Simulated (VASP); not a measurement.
# AlNi (Pm-3m) in VASP: a series of runs

The runs below take AlNi through electric field gradients, with PBE.

Everything below comes from runs of VASP 6.6.1. Logs are shortened: lines on timing, memory, paths and dates and some standing lists are left out, and cuts for length are marked.

## (1) The cell of the first run

It takes space group Pm-3m (No. 221, cubic). The conventional cell has a = 2.900 Å, b = 2.900 Å, c = 2.900 Å, α = 90.00°, β = 90.00°, γ = 90.00°. Within 3.3 Å of Al (site symmetry m-3m) lie 8 Ni at 2.51 Å and 6 Al at 2.90 Å. Within 3.3 Å of Ni (site symmetry m-3m) lie 8 Al at 2.51 Å and 6 Ni at 2.90 Å.

## (2) Electric field gradients, PBE, collinear spin, ferromagnetic start (volume scaled by 1.02)

The input, INCAR:

```
PREC = Accurate
ENCUT = 520
EDIFF = 1E-8
ISMEAR = -1
SIGMA = 0.05
LREAL = False
LASPH = True
NELM = 150
ALGO = Normal
ISIF = 2
LWAVE = False
LCHARG = False
ISPIN = 2
MAGMOM = 0 1.5
LORBIT = 11
LMAXMIX = 4
GGA = PE
LEFG = True
NBANDS = 18
```

The input, KPOINTS:

```
regular mesh
0
Gamma
  13 13 13
```

The input, POSCAR:

```
AlNi
1.0
    2.9000800262      0.0000000000      0.0000000000
    0.0000000000      2.9000800262      0.0000000000
    0.0000000000      0.0000000000      2.9000800262
Al Ni
1 1
Direct
    0.0000000000      0.0000000000      0.0000000000
    0.5000000000      0.5000000000      0.5000000000
```

Potentials or basis: VASP PAW PBE potentials, release 64 (Al, Ni).

On the command line:

```console
$ cat potpaw_PBE.64/Al/POTCAR potpaw_PBE.64/Ni/POTCAR > POTCAR
$ mpirun -np 1 vasp_std > vasp.out
```

OUTCAR:

```text
PREC = Accurate
   ENCUT = 520
   EDIFF = 1E-8
   ISMEAR = -1
   LREAL = False
   LASPH = True
   NELM = 150
   ISIF = 2
   ISPIN = 2
   LORBIT = 11
   GGA = PE

 ion  position               nearest neighbor table
   1  0.000  0.000  0.000-   2 2.51   2 2.51   2 2.51   2 2.51   2 2.51   2 2.51   2 2.51   2 2.51

   2  0.500  0.500  0.500-   1 2.51   1 2.51   1 2.51   1 2.51   1 2.51   1 2.51   1 2.51   1 2.51

  LATTYP: Found a simple cubic cell.
 ALAT       =     2.9000800262

  Lattice vectors:

 A1 = (   2.9000800262,   0.0000000000,   0.0000000000)
 A2 = (   0.0000000000,   2.9000800262,   0.0000000000)
 A3 = (   0.0000000000,   0.0000000000,   2.9000800262)

Analysis of symmetry for initial positions (statically):
=====================================================================
 Subroutine PRICEL returns:
 Original cell was already a primitive cell.

 Routine SETGRP: Setting up the symmetry group for a
 simple cubic supercell.

 Subroutine GETGRP returns: Found 48 space group operations
 (whereof 48 operations were pure point group operations)
 out of a pool of 48 trial point group operations.

The static configuration has the point symmetry O_h .

Analysis of symmetry for dynamics (positions and initial velocities):
=====================================================================
 Subroutine PRICEL returns:
 Original cell was already a primitive cell.

 Routine SETGRP: Setting up the symmetry group for a
 simple cubic supercell.

 Subroutine GETGRP returns: Found 48 space group operations
 (whereof 48 operations were pure point group operations)
 out of a pool of 48 trial point group operations.

The dynamic configuration has the point symmetry O_h .

Analysis of structural, dynamic, and magnetic symmetry:
=====================================================================
 Subroutine PRICEL returns:
 Original cell was already a primitive cell.

 Routine SETGRP: Setting up the symmetry group for a
 simple cubic supercell.

 Subroutine GETGRP returns: Found 48 space group operations
 (whereof 48 operations were pure point group operations)
 out of a pool of 48 trial point group operations.

The overall configuration has the point symmetry O_h .

 Subroutine INISYM returns: Found 48 space group operations
 (whereof 48 operations are pure point group operations),
 and found     1 'primitive' translations

----------------------------------------------------------------------------------------

                                     Primitive cell

  volume of cell :      24.3910

  direct lattice vectors                    reciprocal lattice vectors
     2.900080026  0.000000000  0.000000000     0.344818071  0.000000000  0.000000000
     0.000000000  2.900080026  0.000000000     0.000000000  0.344818071  0.000000000
     0.000000000  0.000000000  2.900080026     0.000000000  0.000000000  0.344818071

  length of vectors
     2.900080026  2.900080026  2.900080026     0.344818071  0.344818071  0.344818071

  position of ions in fractional coordinates (direct lattice)
     0.000000000  0.000000000  0.000000000
     0.500000000  0.500000000  0.500000000

  ion indices of the primitive-cell ions
   primitive index   ion index
                 1           1
                 2           2

----------------------------------------------------------------------------------------

 KPOINTS: regular mesh

Automatic generation of k-mesh.
 Grid dimensions read from file:
 generate k-points for:   13   13   13

 Generating k-lattice:

  Cartesian coordinates                     Fractional coordinates (reciprocal lattice)
     0.026524467  0.000000000  0.000000000     0.076923077  0.000000000  0.000000000
     0.000000000  0.026524467  0.000000000     0.000000000  0.076923077  0.000000000
     0.000000000  0.000000000  0.026524467     0.000000000  0.000000000  0.076923077

  Length of vectors
     0.026524467  0.026524467  0.026524467

  Shift w.r.t. Gamma in fractional coordinates (k-lattice)
     0.000000000  0.000000000  0.000000000

 Subroutine IBZKPT returns following result:
 ===========================================

 Found     84 irreducible k-points:

 Following reciprocal coordinates:
            Coordinates               Weight
  0.000000  0.000000  0.000000      1.000000
  0.076923  0.000000  0.000000      6.000000
  0.153846  0.000000  0.000000      6.000000
  0.230769  0.000000  0.000000      6.000000
  0.307692  0.000000  0.000000      6.000000
  0.384615  0.000000  0.000000      6.000000
[... 16 lines left out ...]
  0.307692  0.307692  0.000000     12.000000
  0.384615  0.307692  0.000000     24.000000
 [... further k-points ...]
   k-points           NKPTS =     84   k-points in BZ     NKDIM =     84   number of bands    NBANDS=     18
   number of dos      NEDOS =    301   number of ions     NIONS =      2
   total plane-waves  NPLWV =  13824
   dimension x,y,z NGX =    24 NGY =   24 NGZ =   24
   dimension x,y,z NGXF=    48 NGYF=   48 NGZF=   48
   ions per type =               1   1
   NGX,Y,Z   is equivalent  to a cutoff of  13.76, 13.76, 13.76 a.u.
   NGXF,Y,Z  is equivalent  to a cutoff of  27.52, 27.52, 27.52 a.u.
 SYSTEM =  unknown system
   PREC   = accura    normal or accurate (medium, high low for compatibility)
   ISTART =      0    job   : 0-new  1-cont  2-samecut
   ICHARG =      2    charge: 1-file 2-atom 10-const
   ISPIN  =      2    spin polarized calculation?
   LNONCOLLINEAR =      F non collinear calculations
   LSORBIT =      F    spin-orbit coupling
   LASPH  =      T    aspherical Exc in radial PAW
   ENCUT  =  520.0 eV  38.22 Ry    6.18 a.u.   5.39  5.39  5.39*2*pi/ulx,y,z
   NELM   =    150;   NELMIN=  2; NELMDL= -5     # of ELM steps
   EDIFF  = 0.1E-07   stopping-criterion for ELM
   LREAL  =      F    real-space projection
   EDIFFG = 0.1E-06   stopping-criterion for IOM
   NSW    =      0    number of steps for IOM
   IBRION =     -1    ionic relax: 0-MD 1-quasi-New 2-CG
   NFREE  =      0    steps in history (QN), initial steepest desc. (CG)
   ISIF   =      2    stress and relaxation
   ISYM   =      2    0-nonsym 1-usesym 2-fastsym
   POTIM  = 0.5000    time-step for ionic-motion
   TEBEG  =    0.0;   TEEND  =   0.0 temperature during run
   PSTRESS=    0.0 pullay stress
   NELECT =      13.0000    total number of electrons
   NUPDOWN=      -1.0000    fix difference up-down
   EMIN   =  10.00;   EMAX   =-10.00  energy-range for DOS
   EFERMI =   0.00;   METHOD = LEGACY
   ISMEAR =    -1;   SIGMA  =   0.05  broadening in eV -4-tet -1-fermi 0-gaus
   EFERMI_NEDOS =   21; number of points for ismear=-14 and -15
   IALGO  =     38    algorithm
   IMIX   =      4    mixing-type and parameters
     AMIX     =   0.40;   BMIX     =  1.00
     AMIX_MAG =   1.60;   BMIX_MAG =  1.00
  volume/ion in A,a.u.               =      12.20        82.30
  Fermi-wavevector in a.u.,A,eV,Ry     =   1.327331  2.508292 23.970854  1.761808
  Thomas-Fermi vector in A             =   2.456651
   LORBIT       =     11    0 simple, 1 ext, 2 COOP (PROOUT), +10 PAW based schemes
   GGA     = PE    functional components
   LHFCALC =     F    Hartree Fock is set to
   AEXX    =    0.0000 exact exchange contribution
   IVDW    =     0    specifies the selected vdW correction
   LEPSILON=     F    determine dielectric tensor
   LRPA    =     F    only Hartree local field effects (RPA)
 spin polarized calculation
  energy-cutoff  :      520.00
  volume of cell :       24.39
 maximum number of plane-waves:       691
 NGX is ok and might be reduce to    24
   NGX = 11   NGY = 11   NGZ = 11

 number of electron      13.0000011 magnetization       0.0005930

 number of electron      13.0000011 magnetization      -0.0000014

 Free energy of the ion-electron system (eV)
  ---------------------------------------------------
  ext. energy  EPLUGINS =         0.00000000
  ---------------------------------------------------
  free energy    TOTEN  =       -10.54449542 eV

  energy without entropy =      -10.53933759  energy(sigma->0) =      -10.54191651

 E-fermi :   9.7470     XC(G=0): -11.9535

 val. band max:        9.6925748240   @ k =   0.3846   0.2308   0.1538
 cond. band min:       9.8027501109   @ k =   0.3846   0.3077   0.1538
 fundamental gap:      0.1101752868
 Fermi energy:         9.7469765670

 spin component 1

 k-point     1 :       0.0000    0.0000    0.0000
  band No.  band energies     occupation
      1      -1.2276      1.00000
      2       6.6342      1.00000
      3       6.6342      1.00000
      4       8.2657      1.00000
      5       8.2657      1.00000
      6       8.2657      1.00000
[... 10 lines left out ...]
     17      32.9068      0.00000
     18      32.9068      0.00000
[... 463 lines left out ...]
 k-point    24 :       0.3846    0.3077    0.0000
  band No.  band energies     occupation
      1       2.8198      1.00000
      2       5.6750      1.00000
      3       6.9213      1.00000
      4       7.4661      1.00000
      5       7.7622      1.00000
      6       7.9163      1.00000
[... 10 lines left out ...]
     17      31.3962      0.00000
     18      34.2020      0.00000

 [... further k-points ...]

 spin component 2

 k-point     1 :       0.0000    0.0000    0.0000
  band No.  band energies     occupation
      1      -1.2276      1.00000
      2       6.6343      1.00000
      3       6.6343      1.00000
      4       8.2657      1.00000
      5       8.2657      1.00000
      6       8.2657      1.00000
[... 10 lines left out ...]
     17      32.9068      0.00000
     18      32.9068      0.00000
[... 463 lines left out ...]
 k-point    24 :       0.3846    0.3077    0.0000
  band No.  band energies     occupation
      1       2.8198      1.00000
      2       5.6750      1.00000
      3       6.9213      1.00000
      4       7.4661      1.00000
      5       7.7622      1.00000
      6       7.9163      1.00000
[... 10 lines left out ...]
     17      31.3962      0.00000
     18      34.2020      0.00000

 [... further k-points ...]

------------------------ aborting loop because EDIFF is reached ----------------------------------------

  FORCE on cell =-STRESS in cart. coord.  units (eV):
  Direction    XX          YY          ZZ          XY          YZ          ZX
  --------------------------------------------------------------------------------------
  -------------------------------------------------------------------------------------
  Total       -0.1858566     -0.1858566     -0.1858566      0.0000000      0.0000000      0.0000000
  in kB      -12.2083990    -12.2083990    -12.2083990      0.0000000      0.0000000      0.0000000
  external PRESSURE =     -12.2083990 kB  Pullay stress =       0.0000000 kB

 VOLUME and BASIS-vectors are now :
 -----------------------------------------------------------------------------
  energy-cutoff  :      520.00
  volume of cell :       24.39
      direct lattice vectors                 reciprocal lattice vectors
     2.900080026  0.000000000  0.000000000     0.344818071  0.000000000  0.000000000
     0.000000000  2.900080026  0.000000000     0.000000000  0.344818071  0.000000000
     0.000000000  0.000000000  2.900080026     0.000000000  0.000000000  0.344818071

 POSITION                                       TOTAL-FORCE (eV/Angst)
 -----------------------------------------------------------------------------------
      0.00000      0.00000      0.00000         0.000000      0.000000      0.000000
      1.45004      1.45004      1.45004         0.000000      0.000000      0.000000
 -----------------------------------------------------------------------------------
    total drift:                                0.000000      0.000000     -0.000000

  FREE ENERGIE OF THE ION-ELECTRON SYSTEM (eV)
  ---------------------------------------------------
  free  energy   TOTEN  =       -10.5444954166 eV

  energy  without entropy=      -10.5393375936  energy(sigma->0) =      -10.54191651

 Electric field gradients (V/A^2)
---------------------------------------------------------------------
 ion       V_xx      V_yy      V_zz      V_xy      V_xz      V_yz
---------------------------------------------------------------------
   1       0.000     0.000    -0.000    -0.000     0.000    -0.000
   2      -0.000    -0.000    -0.000     0.000    -0.000     0.000
---------------------------------------------------------------------

 Electric field gradients after diagonalization (V/A^2)
 (convention: |V_zz| > |V_xx| > |V_yy|)
----------------------------------------------------------------------
 ion       V_xx      V_yy      V_zz     asymmetry (V_yy - V_xx)/ V_zz
----------------------------------------------------------------------
   1       0.000     0.000    -0.000       0.140
   2      -0.000    -0.000    -0.000      -0.516
----------------------------------------------------------------------

           NMR quadrupolar parameters

 Cq : quadrupolar parameter    Cq=e*Q*V_zz/h
 eta: asymmetry parameters     (V_yy - V_xx)/ V_zz
 Q  : nuclear electric quadrupole moment in mb (millibarn)
----------------------------------------------------------------------
 ion       Cq(MHz)       eta       Q (mb)
----------------------------------------------------------------------
   1      -0.000       0.140       1.000
   2      -0.000      -0.516       1.000
----------------------------------------------------------------------

 total charge

# of ion       s       p       d       tot
------------------------------------------
    1        0.382   0.405   0.000   0.787
    2        0.467   0.499   8.465   9.431
--------------------------------------------------
tot          0.849   0.904   8.465  10.218

 magnetization (x)

# of ion       s       p       d       tot
------------------------------------------
    1        0.000   0.000   0.000   0.000
    2       -0.000   0.000  -0.000  -0.000
--------------------------------------------------
tot          0.000   0.000  -0.000   0.000
```

Wall time 42 s (1 thread of Intel Xeon 6975P-C (Granite Rapids), shared host); peak memory 0.19 GiB.

Results:

* Free energy: -10.5445 eV
* Pressure: -1.2 GPa
* Net moment: 0.00 μB per cell
* Valence electrons inside the program's atomic spheres: Al 0.79; Ni 9.43

Levels at points of the mesh, in eV from the Fermi level:
Spin up:
```tsv
k point	band 4	band 5	band 6	band 7	band 8	band 9
(0.00, 0.00, 0.00)	-1.48	-1.48	-1.48	5.44	5.44	5.44
```
Spin down:
| k point | band 2 | band 3 | band 4 | band 5 | band 6 | band 7 | band 8 | band 9 | band 10 | band 11 |
| --- | --- | --- | --- | --- | --- | --- | --- | --- | --- | --- |
| (0.00, 0.00, 0.00) | -3.11 | -3.11 | -1.48 | -1.48 | -1.48 | 5.44 | 5.44 | 5.44 | 8.08 | 8.08 |

Caveat: the starting moments collapsed, and a magnetic state may lie lower; without QUAD_EFG the Cq values of the log hold for a quadrupole moment of 1 mb, not for the nuclei.

## (3) Electric field gradients, PBE, collinear spin, ferromagnetic start (volume scaled by 1.02)

The input, INCAR:

```
SYSTEM = AlNi
PREC     = Accurate       ! precision mode
ENCUT    = 520            ! plane-wave cutoff, eV
EDIFF    = 1E-8           ! SCF threshold, eV
ISMEAR   = -1             ! smearing method
SIGMA    = 0.05           ! smearing width, eV
LREAL    = .FALSE.        ! projectors in reciprocal space
LASPH    = .TRUE.         ! aspherical terms in the spheres
NELM     = 150            ! most SCF steps
ALGO     = Normal         ! electronic algorithm
ISIF     = 2              ! what is computed and relaxed
LWAVE    = .FALSE.        ! write WAVECAR
LCHARG   = .FALSE.        ! write CHGCAR
ISPIN    = 2              ! spin polarisation
MAGMOM   = 0 1.5          ! initial moments
LORBIT   = 11             ! projections on sites
LMAXMIX  = 4              ! l up to which the mixer works
GGA      = PE             ! functional
LEFG     = .TRUE.       
NBANDS   = 18             ! bands
```

The input, KPOINTS:

```
regular mesh
0
G
  13 13 13
  0 0 0
```

POSCAR is that of step 2.

Potentials or basis: VASP PAW PBE potentials, release 64 (Al, Ni).

On the command line:

```console
$ cat potpaw_PBE.64/Al/POTCAR potpaw_PBE.64/Ni/POTCAR > POTCAR
$ mpirun -np 1 vasp_std > vasp.out
```

OUTCAR:

```text
SYSTEM = AlNi
   PREC = Accurate
   ENCUT = 520
   EDIFF = 1E-8
   ISMEAR = -1
   LREAL = .FALSE.
   LASPH = .TRUE.
   NELM = 150
   ISIF = 2
   ISPIN = 2
   LORBIT = 11
   GGA = PE

 ion  position               nearest neighbor table
   1  0.000  0.000  0.000-   2 2.51   2 2.51   2 2.51   2 2.51   2 2.51   2 2.51   2 2.51   2 2.51

   2  0.500  0.500  0.500-   1 2.51   1 2.51   1 2.51   1 2.51   1 2.51   1 2.51   1 2.51   1 2.51

  LATTYP: Found a simple cubic cell.
 ALAT       =     2.9000800262

  Lattice vectors:

 A1 = (   2.9000800262,   0.0000000000,   0.0000000000)
[... 1255 lines left out ...]

 Electric field gradients after diagonalization (V/A^2)
 (convention: |V_zz| > |V_xx| > |V_yy|)
----------------------------------------------------------------------
 ion       V_xx      V_yy      V_zz     asymmetry (V_yy - V_xx)/ V_zz
----------------------------------------------------------------------
   1       0.000     0.000    -0.000       0.140
   2      -0.000    -0.000    -0.000      -0.516
----------------------------------------------------------------------

           NMR quadrupolar parameters

 Cq : quadrupolar parameter    Cq=e*Q*V_zz/h
 eta: asymmetry parameters     (V_yy - V_xx)/ V_zz
 Q  : nuclear electric quadrupole moment in mb (millibarn)
----------------------------------------------------------------------
 ion       Cq(MHz)       eta       Q (mb)
----------------------------------------------------------------------
   1      -0.000       0.140       1.000
   2      -0.000      -0.516       1.000
----------------------------------------------------------------------

 total charge

# of ion       s       p       d       tot
------------------------------------------
    1        0.382   0.405   0.000   0.787
    2        0.467   0.499   8.465   9.431
--------------------------------------------------
tot          0.849   0.904   8.465  10.218

 magnetization (x)

# of ion       s       p       d       tot
------------------------------------------
    1        0.000   0.000   0.000   0.000
    2       -0.000   0.000  -0.000  -0.000
--------------------------------------------------
tot          0.000   0.000  -0.000   0.000
```

Wall time 45 s (1 thread of Intel Xeon 6975P-C (Granite Rapids), shared host); peak memory 0.18 GiB.

Results:

```yaml
Free_energy: -10.5445 eV
Pressure: -1.2 GPa
Net_moment: 0.00 μB per cell
Valence_electrons_inside_the_program's_atomic_spheres: Al 0.79; Ni 9.43
```

Caveat: the starting moments collapsed, and a magnetic state may lie lower; without QUAD_EFG the Cq values of the log hold for a quadrupole moment of 1 mb, not for the nuclei.

(Continued in part 2 of 2.)
